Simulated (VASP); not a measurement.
# Pt (P-3m1) in VASP: single point with PBEsol

Aim: the single point of Pt with PBEsol.

Everything below comes from runs of VASP 6.6.1. Logs are shortened: lines on timing, memory, paths and dates and some standing lists are left out, and cuts for length are marked.

## 1. The cell of the first run

It takes space group P-3m1 (No. 164, trigonal). The conventional cell has a = 2.725 Å, b = 2.725 Å, c = 4.707 Å, α = 90.00°, β = 90.00°, γ = 120.00°. Pt (site symmetry 3m) has 12 Pt at 2.73 to 2.89 Å within 3.6 Å.

## 2. Single point, PBEsol (atoms displaced along a vibrational mode)

Input file INCAR:

```
ALGO = Fast ; EDIFF = 1E-7
ENCUT = 520 ; GGA = PS
ISIF = 2 ; ISMEAR = 0
LASPH = True ; LCHARG = True
LELF = True ; LREAL = False
LVHAR = True ; LWAVE = False
NBANDS = 28 ; NELM = 60
PREC = Accurate ; SIGMA = 0.15
```

Input file KPOINTS:

```
k-points
0
Gamma
  22 14 14
```

Input file POSCAR:

```
Pt
1.0
   -2.7251696203      0.0000000000      0.0000000000
    0.0000000000      0.0000000000     -4.7068056308
    0.0000000000     -4.7201322416      0.0000000000
Pt
4
Direct
    1.0000000000      0.2420328131      0.3333333333
    0.5000000000      0.2420328131      0.8333333333
    0.5000000000      0.7579671869      0.1666666667
    0.0000000000      0.7579671869      0.6666666667
```

Potentials or basis: VASP PAW PBE potentials, release 64 (Pt).

The run is started by

```console
cat potpaw_PBE.64/Pt/POTCAR > POTCAR
mpirun -np 1 vasp_std > vasp.out
```

OUTCAR:

```text
EDIFF = 1E-7
   ENCUT = 520
   GGA = PS
   ISIF = 2
   ISMEAR = 0
   LASPH = True
   LREAL = False
   NELM = 60
   PREC = Accurate

 ion  position               nearest neighbor table
   1  0.000  0.242  0.333-   2 2.73   2 2.73   2 2.73   2 2.73   3 2.77   3 2.77   4 2.77   3 2.89
                             3 2.89   4 2.89
   2  0.500  0.242  0.833-   1 2.73   1 2.73   1 2.73   1 2.73   4 2.77   4 2.77   3 2.77   4 2.89
                             4 2.89   3 2.89
   3  0.500  0.758  0.167-   4 2.73   4 2.73   4 2.73   4 2.73   1 2.77   1 2.77   2 2.77   1 2.89
                             1 2.89   2 2.89
   4  0.000  0.758  0.667-   3 2.73   3 2.73   3 2.73   3 2.73   2 2.77   2 2.77   1 2.77   2 2.89
                             2 2.89   1 2.89

  LATTYP: Found a simple orthorhombic cell.
 ALAT       =     2.7251696203
 B/A-ratio  =     1.7271606126
 C/A-ratio  =     1.7320508076

  Lattice vectors:

 A1 = (  -2.7251696203,   0.0000000000,   0.0000000000)
 A2 = (   0.0000000000,   0.0000000000,  -4.7068056308)
 A3 = (   0.0000000000,  -4.7201322416,   0.0000000000)

Analysis of symmetry for initial positions (statically):
=====================================================================
 Subroutine PRICEL returns following result:

  LATTYP: Found a hexagonal cell.
 ALAT       =     2.7251696203
 C/A-ratio  =     1.7271606126

  Lattice vectors:

 A1 = (  -1.3625848101,  -2.3600661208,   0.0000000000)
 A2 = (  -1.3625848101,   2.3600661208,   0.0000000000)
 A3 = (   0.0000000000,   0.0000000000,  -4.7068056308)

   2 primitive cells build up your supercell.

 Routine SETGRP: Setting up the symmetry group for a
 simple orthorhombic supercell.

 Subroutine GETGRP returns: Found  4 space group operations
 (whereof  4 operations were pure point group operations)
 out of a pool of  8 trial point group operations.

The static configuration has the point symmetry C_2h.

Analysis of symmetry for dynamics (positions and initial velocities):
=====================================================================
 Subroutine PRICEL returns following result:

  LATTYP: Found a hexagonal cell.
 ALAT       =     2.7251696203
 C/A-ratio  =     1.7271606126

  Lattice vectors:

 A1 = (  -1.3625848101,  -2.3600661208,   0.0000000000)
 A2 = (  -1.3625848101,   2.3600661208,   0.0000000000)
 A3 = (   0.0000000000,   0.0000000000,  -4.7068056308)

   2 primitive cells build up your supercell.

 Routine SETGRP: Setting up the symmetry group for a
 simple orthorhombic supercell.

 Subroutine GETGRP returns: Found  4 space group operations
 (whereof  4 operations were pure point group operations)
 out of a pool of  8 trial point group operations.

The dynamic configuration has the point symmetry C_2h.

 Subroutine INISYM returns: Found  4 space group operations
 (whereof  4 operations are pure point group operations),
 and found     2 'primitive' translations

----------------------------------------------------------------------------------------

                                     Primitive cell

  volume of cell :      30.2722

  direct lattice vectors                    reciprocal lattice vectors
    -1.362584810 -2.360066121  0.000000000    -0.366949636 -0.211858471  0.000000000
    -1.362584810  2.360066121  0.000000000    -0.366949636  0.211858471  0.000000000
     0.000000000  0.000000000 -4.706805631     0.000000000  0.000000000 -0.212458316

  length of vectors
     2.725169620  2.725169620  4.706805631     0.423716942  0.423716942  0.212458316

  position of ions in fractional coordinates (direct lattice)
     0.333333333  0.666666667  0.242032813
     0.666666667  0.333333333  0.757967187

  ion indices of the primitive-cell ions
   primitive index   ion index
                 1           1
                 2           4

----------------------------------------------------------------------------------------

 KPOINTS: k-points

Automatic generation of k-mesh.
 Grid dimensions read from file:
 generate k-points for:   22   14   14

 Generating k-lattice:

  Cartesian coordinates                     Fractional coordinates (reciprocal lattice)
    -0.016679529  0.000000000  0.000000000     0.045454545  0.000000000  0.000000000
     0.000000000  0.000000000 -0.015175594     0.000000000  0.071428571  0.000000000
     0.000000000 -0.015132748  0.000000000     0.000000000  0.000000000  0.071428571

  Length of vectors
     0.016679529  0.015175594  0.015132748

  Shift w.r.t. Gamma in fractional coordinates (k-lattice)
     0.000000000  0.000000000  0.000000000

 Subroutine IBZKPT returns following result:
 ===========================================

 Found   1200 irreducible k-points:

 Following reciprocal coordinates:
            Coordinates               Weight
  0.000000  0.000000  0.000000      1.000000
  0.045455  0.000000  0.000000      2.000000
  0.090909  0.000000  0.000000      2.000000
  0.136364  0.000000  0.000000      2.000000
  0.181818  0.000000  0.000000      2.000000
  0.227273  0.000000  0.000000      2.000000
[... 16 lines left out ...]
  0.454545  0.071429  0.000000      4.000000
  0.500000  0.071429  0.000000      2.000000
 [... further k-points ...]
   k-points           NKPTS =   1200   k-points in BZ     NKDIM =   1200   number of bands    NBANDS=     28
   number of dos      NEDOS =    301   number of ions     NIONS =      4
   total plane-waves  NPLWV =  25920
   dimension x,y,z NGX =    20 NGY =   36 NGZ =   36
   dimension x,y,z NGXF=    40 NGYF=   72 NGZF=   72
   ions per type =               4
   NGX,Y,Z   is equivalent  to a cutoff of  12.20, 12.72, 12.68 a.u.
   NGXF,Y,Z  is equivalent  to a cutoff of  24.40, 25.43, 25.36 a.u.
 SYSTEM =  unknown system
   PREC   = accura    normal or accurate (medium, high low for compatibility)
   ISTART =      0    job   : 0-new  1-cont  2-samecut
   ICHARG =      2    charge: 1-file 2-atom 10-const
   ISPIN  =      1    spin polarized calculation?
   LNONCOLLINEAR =      F non collinear calculations
   LSORBIT =      F    spin-orbit coupling
   LASPH  =      T    aspherical Exc in radial PAW
   ENCUT  =  520.0 eV  38.22 Ry    6.18 a.u.   5.07  8.75  8.78*2*pi/ulx,y,z
   NELM   =     60;   NELMIN=  2; NELMDL= -5     # of ELM steps
   EDIFF  = 0.1E-06   stopping-criterion for ELM
   LREAL  =      F    real-space projection
   EDIFFG = 0.1E-05   stopping-criterion for IOM
   NSW    =      0    number of steps for IOM
   IBRION =     -1    ionic relax: 0-MD 1-quasi-New 2-CG
   NFREE  =      0    steps in history (QN), initial steepest desc. (CG)
   ISIF   =      2    stress and relaxation
   ISYM   =      2    0-nonsym 1-usesym 2-fastsym
   POTIM  = 0.5000    time-step for ionic-motion
   TEBEG  =    0.0;   TEEND  =   0.0 temperature during run
   PSTRESS=    0.0 pullay stress
   NELECT =      40.0000    total number of electrons
   NUPDOWN=      -1.0000    fix difference up-down
   EMIN   =  10.00;   EMAX   =-10.00  energy-range for DOS
   EFERMI =   0.00;   METHOD = LEGACY
   ISMEAR =     0;   SIGMA  =   0.15  broadening in eV -4-tet -1-fermi 0-gaus
   EFERMI_NEDOS =   21; number of points for ismear=-14 and -15
   IALGO  =     68    algorithm
   IMIX   =      4    mixing-type and parameters
     AMIX     =   0.40;   BMIX     =  1.00
     AMIX_MAG =   1.60;   BMIX_MAG =  1.00
  volume/ion in A,a.u.               =      15.14       102.14
  Fermi-wavevector in a.u.,A,eV,Ry     =   1.425838  2.694443 27.660833  2.033014
  Thomas-Fermi vector in A             =   2.546179
   LORBIT       =      0    0 simple, 1 ext, 2 COOP (PROOUT), +10 PAW based schemes
   GGA     = PS    functional components
   LHFCALC =     F    Hartree Fock is set to
   AEXX    =    0.0000 exact exchange contribution
   IVDW    =     0    specifies the selected vdW correction
   LEPSILON=     F    determine dielectric tensor
   LRPA    =     F    only Hartree local field effects (RPA)
 non-spin polarized calculation
 RMM-DIIS sequential band-by-band and
 Gauss-broadening in eV      SIGMA  =   0.15
  energy-cutoff  :      520.00
  volume of cell :       60.54
 maximum number of plane-waves:      1652
   NGX = 11   NGY = 17   NGZ = 17

 number of electron      39.9999997 magnetization

 Free energy of the ion-electron system (eV)
  ---------------------------------------------------
  ext. energy  EPLUGINS =         0.00000000
  ---------------------------------------------------
  free energy    TOTEN  =       -27.57502686 eV

  energy without entropy =      -27.49045031  energy(sigma->0) =      -27.53273859

 E-fermi :  11.0051     XC(G=0): -13.5991

 val. band max:       11.0051267395   @ k =   0.4091   0.2857   0.0000
 cond. band min:      11.0052270344   @ k =   0.4091   0.3571   0.3571
 fundamental gap:      0.0001002949
 Fermi energy:        11.0051459212

 k-point     1 :       0.0000    0.0000    0.0000
  band No.  band energies     occupation
      1       0.7603      2.00000
      2       3.4828      2.00000
      3       4.1289      2.00000
      4       4.2307      2.00000
      5       4.8845      2.00000
      6       6.8154      2.00000
[... 20 lines left out ...]
     27      20.1081      0.00000
     28      20.8131      0.00000

 k-point     2 :       0.0455    0.0000    0.0000
  band No.  band energies     occupation
      1       0.8190      2.00000
      2       3.5374      2.00000
      3       4.1883      2.00000
      4       4.2904      2.00000
      5       4.8975      2.00000
      6       6.8087      2.00000
[... 20 lines left out ...]
     27      20.2122      0.00000
     28      20.6837      0.00000

 k-point     3 :       0.0909    0.0000    0.0000
  band No.  band energies     occupation
      1       0.9930      2.00000
      2       3.6969      2.00000
      3       4.3618      2.00000
      4       4.4637      2.00000
      5       4.9350      2.00000
      6       6.7675      2.00000
[... 20 lines left out ...]
     27      20.2892      0.00000
     28      20.5135      0.00000

 k-point     4 :       0.1364    0.0000    0.0000
  band No.  band energies     occupation
      1       1.2760      2.00000
      2       3.9484      2.00000
      3       4.6339      2.00000
      4       4.7321      2.00000
      5       4.9927      2.00000
      6       6.6598      2.00000
[... 20 lines left out ...]
     27      19.6628      0.00000
     28      20.9832      0.00000

 k-point     5 :       0.1818    0.0000    0.0000
  band No.  band energies     occupation
      1       1.6573      2.00000
      2       4.2699      2.00000
      3       4.9629      2.00000
      4       5.0609      2.00000
      5       5.0768      2.00000
      6       6.4921      2.00000
[... 20 lines left out ...]
     27      19.9316      0.00000
     28      21.5836      0.00000

 k-point     6 :       0.2273    0.0000    0.0000
  band No.  band energies     occupation
      1       2.1226      2.00000
      2       4.6312      2.00000
      3       5.1016      2.00000
      4       5.3785      2.00000
      5       5.3966      2.00000
      6       6.2938      2.00000
[... 463 lines left out ...]
      5       5.7701      2.00000
      6       5.8938      2.00000
[... 20 lines left out ...]
     27      21.8966      0.00000
     28      22.2659      0.00000

 k-point    22 :       0.4091    0.0714    0.0000
  band No.  band energies     occupation
      1       4.3855      2.00000
      2       5.1751      2.00000
      3       5.5022      2.00000
      4       5.5973      2.00000
      5       5.7087      2.00000
      6       5.8301      2.00000
[... 20 lines left out ...]
     27      20.5584      0.00000
     28      20.9363      0.00000

 k-point    23 :       0.4545    0.0714    0.0000
  band No.  band energies     occupation
      1       4.8542      2.00000
      2       5.1815      2.00000
      3       5.3550      2.00000
      4       5.4211      2.00000
      5       5.7504      2.00000
      6       5.8608      2.00000
[... 20 lines left out ...]
     27      19.3059      0.00000
     28      20.3468      0.00000

 k-point    24 :       0.5000    0.0714    0.0000
  band No.  band energies     occupation
      1       5.1629      2.00000
      2       5.1629      2.00000
      3       5.2759      2.00000
      4       5.2759      2.00000
      5       5.8222      2.00000
      6       5.8222      2.00000
[... 20 lines left out ...]
     27      19.4045      0.00000
     28      19.4045      0.00000

 [... further k-points ...]

------------------------ aborting loop because EDIFF is reached ----------------------------------------

  FORCE on cell =-STRESS in cart. coord.  units (eV):
  Direction    XX          YY          ZZ          XY          YZ          ZX
  --------------------------------------------------------------------------------------
  -------------------------------------------------------------------------------------
  Total        0.2921095      0.2798707      0.0760144      0.0000000      0.0019623      0.0000000
  in kB        7.7300510      7.4061767      2.0115564      0.0000000      0.0519269      0.0000000
  external PRESSURE =       5.7159280 kB  Pullay stress =       0.0000000 kB

 VOLUME and BASIS-vectors are now :
 -----------------------------------------------------------------------------
  energy-cutoff  :      520.00
  volume of cell :       60.54
      direct lattice vectors                 reciprocal lattice vectors
    -2.725169620  0.000000000  0.000000000    -0.366949636  0.000000000  0.000000000
     0.000000000  0.000000000 -4.706805631     0.000000000  0.000000000 -0.212458316
     0.000000000 -4.720132242  0.000000000     0.000000000 -0.211858471  0.000000000

 POSITION                                       TOTAL-FORCE (eV/Angst)
 -----------------------------------------------------------------------------------
      0.00000     -1.57338     -1.13920         0.000000      0.000543     -0.878185
     -1.36258     -3.93344     -1.13920         0.000000      0.000543     -0.878185
     -1.36258     -0.78669     -3.56760         0.000000     -0.000543      0.878185
      0.00000     -3.14675     -3.56760         0.000000     -0.000543      0.878185
 -----------------------------------------------------------------------------------
    total drift:                                0.000000     -0.000000     -0.000000

  FREE ENERGIE OF THE ION-ELECTRON SYSTEM (eV)
  ---------------------------------------------------
  free  energy   TOTEN  =       -27.5750268633 eV

  energy  without entropy=      -27.4904503141  energy(sigma->0) =      -27.53273859
```

Run time: 39 min. Hardware: 1 thread of Oxide Virtual Turin-like, shared host; peak memory 1.3 GiB.

What came out:

```yaml
Free_energy: -27.5750 eV
Pressure: 0.6 GPa
Largest_force: 0.878 eV/Å
Band_gap_on_the_k_mesh: zero (bands 20 and 21 overlap by 1.26 eV)
```

Forces in eV/Å, atoms in the order of the input:
```
Pt   0.000  0.001 -0.878
Pt   0.000  0.001 -0.878
Pt   0.000 -0.001  0.878
Pt   0.000 -0.001  0.878
```

Levels at points of the mesh, in eV from the Fermi level:
| k point | band 18 | band 19 | band 20 | band 21 | band 22 | band 23 |
| --- | --- | --- | --- | --- | --- | --- |
| (0.00, 0.00, 0.00) | -0.23 | -0.23 | 0.04 | 0.29 | 0.53 | 2.31 |
| (0.50, 0.00, 0.00) | -0.51 | -0.02 | -0.02 | 2.15 | 2.15 | 6.47 |
| (0.00, 0.50, 0.00) | -0.91 | -0.72 | -0.72 | 0.40 | 0.46 | 1.47 |
| (0.50, 0.50, 0.00) | 0.07 | 0.08 | 0.08 | 2.99 | 2.99 | 3.04 |
| (0.00, 0.00, 0.50) | -1.99 | -1.66 | -1.66 | 0.00 | 0.00 | 4.82 |
| (0.50, 0.00, 0.50) | 0.29 | 0.53 | 0.53 | 2.31 | 2.31 | 3.84 |
| (0.00, 0.50, 0.50) | -1.06 | -0.84 | -0.84 | -0.45 | -0.45 | -0.19 |
| (0.50, 0.50, 0.50) | 0.40 | 0.46 | 0.46 | 1.47 | 1.47 | 1.81 |

Caveat: the cell differs from its parent crystal (atoms displaced along a vibrational mode); the PAW data sets were made with another functional, which shifts forces and pressure a little; spin-orbit coupling is left out, which moves the levels of the heavy elements.
